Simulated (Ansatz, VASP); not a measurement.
**Two plane-wave programs on HfGe**

```
CELL_PARAMETERS angstrom
3.34632 0.00000 0.00000
0.00000 3.34632 0.00000
0.00000 0.00000 3.34632
ATOMIC_POSITIONS crystal
Hf 0.00000 0.00000 0.00000
Ge 0.50000 0.50000 0.50000
```

Alike in both runs: task single point; functional PBEsol; k mesh 6 × 6 × 6; occupations gaussian, width 0.05 eV; no spin polarisation.

|  | VASP | Ansatz |
| --- | --- | --- |
| version | VASP 6.6.1 | Ansatz 0.2.0 |
| potentials or method | VASP PAW PBE potentials, release 64 (Hf_pv, Ge_d), cutoff 500 eV | scalar-relativistic, plane waves, PAW |
| valence electrons in the cell | 24 | 40 |

```tsv
	VASP	Ansatz	Ansatz less VASP
gap on the k mesh at the Fermi level (eV)	none	none	-
pressure (GPa)	-5.0	-4.8	+0.27
```

VASP's potentials were made for PBE, not for PBEsol. A gap of «none» marks a metal or a gap that the smearing closes. The functional is the same, so the differences come from potentials, cutoffs and numerics. VASP's potentials hold 24 valence electrons a cell and Ansatz's 40, so a difference there can come from the potentials and not from the codes.

Neither program's run includes spin-orbit coupling.
